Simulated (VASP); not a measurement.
# Al8N6O (a cell with a defect) in VASP: notebook

Al8N6O (a cell with a defect) is run at these levels: PBE; tasks: single point.

The COD entry that gives the cell may itself be a prediction, so a difference from it is no test against experiment.

Everything below comes from runs of VASP 6.6.1. Logs are shortened: lines on timing, memory, paths and dates and some standing lists are left out, and cuts for length are marked.

## 1. The cell of the first run

The cell holds a defect, 15 atoms: a = 6.288 Å, b = 5.446 Å, c = 5.046 Å, α = 90.00°, β = 90.00°, γ = 90.00°.

## 2. Single point, PBE

INCAR reads:

```
ALGO     = Normal         # electronic algorithm
EDIFF    = 1E-7           # SCF threshold, eV
ENCUT    = 520            # plane-wave cutoff, eV
GGA      = PE             # functional
ISIF     = 2              # what is computed and relaxed
ISMEAR   = 0              # smearing method
LASPH    = T              # aspherical terms in the spheres
LCHARG   = F              # write CHGCAR
LREAL    = Auto         
LWAVE    = F              # write WAVECAR
NBANDS   = 43             # bands
NELECT   = 58.0         
NELM     = 80             # most SCF steps
PREC     = Accurate       # precision mode
SIGMA    = 0.05           # smearing width, eV
```

KPOINTS reads:

```
k-points
0
Gamma
  2 3 3
```

POSCAR reads:

```
Al8N6O
1.0
   -3.1440000000     -5.4455680000      0.0000000000
    4.7160000000     -2.7227840000      0.0000000000
    0.0000000000      0.0000000000      5.0460000000
Al N O
8 6 1
Direct
    0.4755084469      0.6425340452      0.0229246928
    0.4918528707      0.3330410148      0.5148097503
    0.2534544779      0.1628812295      0.0207134364
    0.2640285712      0.8448494122      0.5302580262
   -0.0114039833      0.6820247830     -0.0833915973
   -0.0071095883      0.2419555671      0.5370509314
    0.7514250895      0.2149856831      0.0208975426
    0.7417381974      0.8310939127      0.3709637337
    0.4876883927      0.6600386570      0.3948953627
    0.4985879840      0.3279746866      0.8872661514
    0.2496854399      0.1644122186      0.3926103845
    0.2615876296      0.8362579532      0.9047982560
    0.0055379000      0.3314438417      0.8893862465
    0.7361504819      0.1762767420      0.3824682917
   -0.0337106528      0.7778775886      0.5699651209
```

Potentials or basis: VASP PAW PBE potentials, release 64 (Al, N, O).

The run is started by

```sh
cat potpaw_PBE.64/Al/POTCAR potpaw_PBE.64/N/POTCAR potpaw_PBE.64/O/POTCAR > POTCAR
mpirun -np 1 vasp_std > vasp.out
```

OUTCAR:

```text
EDIFF = 1E-7
   ENCUT = 520
   GGA = PE
   ISIF = 2
   ISMEAR = 0
   LASPH = T
   LREAL = Auto
   NELECT = 58.0
   NELM = 80
   PREC = Accurate

 ion  position               nearest neighbor table
   1  0.476  0.643  0.023-  12 1.81  10 1.85   9 1.88   8 2.63   7 2.90   3 2.96   2 3.00   4 3.03
                             2 3.07   4 3.09   5 3.12   3 3.16   5 3.28
   2  0.492  0.333  0.515-  14 1.88  10 1.88   9 1.88  11 1.88   1 3.00   4 3.02   7 3.05   3 3.05
                             1 3.07   7 3.10   3 3.10   4 3.13   6 3.18   6 3.19   8 3.22   8 3.24
   3  0.253  0.163  0.021-  12 1.87  11 1.88  10 1.91  13 1.93   1 2.96   6 2.97   4 3.02   2 3.05
                             4 3.10   2 3.10   6 3.11   7 3.14   5 3.15   1 3.16   7 3.17   5 3.32
   4  0.264  0.845  0.530-   9 1.86  11 1.88  12 1.89  15 1.92   6 2.75   5 2.75   2 3.02   3 3.02
                             1 3.03   1 3.09   3 3.10   8 3.11   2 3.13
   5  0.989  0.682  0.917-  15 1.83  12 1.91  13 1.92   4 2.75   8 2.89   7 2.99   6 3.07   1 3.12
                             3 3.15   8 3.26   1 3.28   7 3.31   3 3.32
   6  0.993  0.242  0.537-  11 1.82  14 1.83  13 1.85  15 2.54   4 2.75   8 2.86   7 2.88   3 2.97
                             7 3.02   5 3.07   3 3.11   2 3.18   2 3.19
   7  0.751  0.215  0.021-  10 1.83  14 1.84  13 1.84   8 2.74   6 2.88   1 2.90   5 2.99   6 3.02
                             2 3.05   2 3.10   3 3.14   3 3.17   5 3.31
   8  0.742  0.831  0.371-  15 1.76   9 1.85  14 1.88   1 2.63   7 2.74   6 2.86   5 2.89   4 3.11
                             2 3.22   2 3.24   5 3.26
   9  0.488  0.660  0.395-   8 1.85   4 1.86   2 1.88   1 1.88
  10  0.499  0.328  0.887-   7 1.83   1 1.85   2 1.88   3 1.91
  11  0.250  0.164  0.393-   6 1.82   4 1.88   3 1.88   2 1.88
  12  0.262  0.836  0.905-   1 1.81   3 1.87   4 1.89   5 1.91
  13  0.006  0.331  0.889-   7 1.84   6 1.85   5 1.92   3 1.93
  14  0.736  0.176  0.382-   6 1.83   7 1.84   2 1.88   8 1.88
  15  0.966  0.778  0.570-   8 1.76   5 1.83   4 1.92   6 2.54

  LATTYP: Found a simple orthorhombic cell.
 ALAT       =     5.0460000000
 B/A-ratio  =     1.0791850583
 C/A-ratio  =     1.2461355977

  Lattice vectors:

 A1 = (   0.0000000000,   0.0000000000,  -5.0460000000)
 A2 = (   4.7160000000,  -2.7227840000,   0.0000000000)
 A3 = (  -3.1440000000,  -5.4455680000,   0.0000000000)

Analysis of symmetry for initial positions (statically):
=====================================================================
 Subroutine PRICEL returns:
 Original cell was already a primitive cell.

 Routine SETGRP: Setting up the symmetry group for a
 simple orthorhombic supercell.

 Subroutine GETGRP returns: Found  1 space group operations
 (whereof  1 operations were pure point group operations)
 out of a pool of  8 trial point group operations.

The static configuration has the point symmetry C_1 .

[... 146 lines left out ...]
  Thomas-Fermi vector in A             =   2.274463
   LORBIT       =      0    0 simple, 1 ext, 2 COOP (PROOUT), +10 PAW based schemes
   GGA     = PE    functional components
   LHFCALC =     F    Hartree Fock is set to
   AEXX    =    0.0000 exact exchange contribution
   IVDW    =     0    specifies the selected vdW correction
   LEPSILON=     F    determine dielectric tensor
   LRPA    =     F    only Hartree local field effects (RPA)
 non-spin polarized calculation
 Gauss-broadening in eV      SIGMA  =   0.05
  energy-cutoff  :      520.00
  volume of cell :      172.78
 maximum number of plane-waves:      4672
 NGX is ok and might be reduce to    48
   NGX = 23   NGY = 21   NGZ = 19

 number of electron      57.9999995 magnetization

 Free energy of the ion-electron system (eV)
  ---------------------------------------------------
  ext. energy  EPLUGINS =         0.00000000
  ---------------------------------------------------
  free energy    TOTEN  =      -118.93723253 eV

  energy without entropy =     -118.93723253  energy(sigma->0) =     -118.93723253

 E-fermi :   6.2873     XC(G=0): -10.2655

 val. band max:        6.0591440554   @ k =   0.5000  -0.0000   0.0000
 cond. band min:       8.3752911521   @ k =   0.5000  -0.0000   0.0000
 fundamental gap:      2.3161470967
 Fermi energy:         6.2873120973

 k-point     1 :       0.0000    0.0000    0.0000
  band No.  band energies     occupation
      1     -12.7869      2.00000
      2      -9.2057      2.00000
      3      -7.9693      2.00000
      4      -7.9007      2.00000
      5      -7.4586      2.00000
      6      -7.3445      2.00000
[... 429 lines left out ...]
     40      13.5266      0.00000
     41      13.9480      0.00000
 [bands above 41 left out]

------------------------ aborting loop because EDIFF is reached ----------------------------------------

  FORCE on cell =-STRESS in cart. coord.  units (eV):
  Direction    XX          YY          ZZ          XY          YZ          ZX
  --------------------------------------------------------------------------------------
  -------------------------------------------------------------------------------------
  Total      -14.3911423    -16.1533152     -8.5252530      0.1510862     -2.5775939     -2.6669651
  in kB     -133.4451777   -149.7853315    -79.0523698      1.4009815    -23.9013323    -24.7300475
  external PRESSURE =    -120.7609597 kB  Pullay stress =       0.0000000 kB

 VOLUME and BASIS-vectors are now :
 -----------------------------------------------------------------------------
  energy-cutoff  :      520.00
  volume of cell :      172.78
      direct lattice vectors                 reciprocal lattice vectors
    -3.144000000 -5.445568000  0.000000000    -0.079516539 -0.137726680  0.000000000
     4.716000000 -2.722784000  0.000000000     0.159033079 -0.091817787  0.000000000
     0.000000000  0.000000000  5.046000000     0.000000000  0.000000000  0.198176774

 POSITION                                       TOTAL-FORCE (eV/Angst)
 -----------------------------------------------------------------------------------
      1.53519     -4.33889      0.11568         0.071281     -0.033392      0.053093
      0.02424     -3.58522      2.59773         0.059314     -0.029668      0.090819
     -0.02871     -1.82369      0.10452         0.023573      0.005014      0.069243
      3.15420     -3.73813      2.67568         0.084155      0.140000      0.043195
      0.10828     -7.24047      4.62521         0.045328      0.067686     -0.187164
     -1.98058     -6.06565      2.70996         0.221378     -0.215708     -0.027149
     -1.34861     -4.67730      0.10545        -0.003943      0.088176      0.099062
      1.58741     -6.30208      1.87188         0.125353      0.025501     -0.055898
      1.57945     -4.45288      1.99264         0.060761      0.004446      0.089297
     -0.02083     -3.60810      4.47714         0.037018      0.024038      0.084871
     -0.00964     -1.80734      1.98111         0.050467     -0.060098      0.067088
      3.12136     -3.70144      4.56561         0.077320      0.070532      0.100734
      1.54568     -0.93261      4.48784        -0.031393      0.096914      0.100187
     -1.48314     -4.48872      1.92993         0.019390     -0.044356      0.170149
      0.63046     -7.37999      2.87604        -0.840000     -0.139085     -0.697526
 -----------------------------------------------------------------------------------
    total drift:                                0.008147      0.015070     -0.004586

  FREE ENERGIE OF THE ION-ELECTRON SYSTEM (eV)
  ---------------------------------------------------
  free  energy   TOTEN  =      -118.9372325262 eV

  energy  without entropy=     -118.9372325262  energy(sigma->0) =     -118.93723253
```

stdout:

```text
POSCAR found type information on POSCAR AlN O
 POSCAR found :  3 types and      15 ions
 scaLAPACK will be used
 LDA part: xc-table for (Slater+PW92), standard interpolation
 POSCAR, INCAR and KPOINTS ok, starting setup
 FFT: planning ... GRIDC
 FFT: planning ... GRID_SOFT
 FFT: planning ... GRID
 WAVECAR not read
 entering main loop
 the old and the new charge density differ
 old charge density:    60.00000 new   58.00000
    0.231E+01
```

Wall time 1.8 min (1 thread of Intel Xeon 6975P-C (Granite Rapids), shared host); peak memory 0.27 GiB.

Results:

```yaml
Free_energy: -118.9372 eV
Largest_force: 1.101 eV/Å
```

Forces on the atoms (eV/Å):
```
Al   0.071 -0.033  0.053
Al   0.059 -0.030  0.091
Al   0.024  0.005  0.069
Al   0.084  0.140  0.043
Al   0.045  0.068 -0.187
Al   0.221 -0.216 -0.027
Al  -0.004  0.088  0.099
Al   0.125  0.026 -0.056
N    0.061  0.004  0.089
N    0.037  0.024  0.085
N    0.050 -0.060  0.067
N    0.077  0.071  0.101
N   -0.031  0.097  0.100
N    0.019 -0.044  0.170
O   -0.840 -0.139 -0.698
```

Caveat: the k points lie up to 0.50 Å⁻¹ apart; the cell carries a net charge on a neutralising background, which shifts energy and pressure; the cell is charged against a uniform background, so pressure and absolute levels hang on convention.

[end of part 1 of 2]
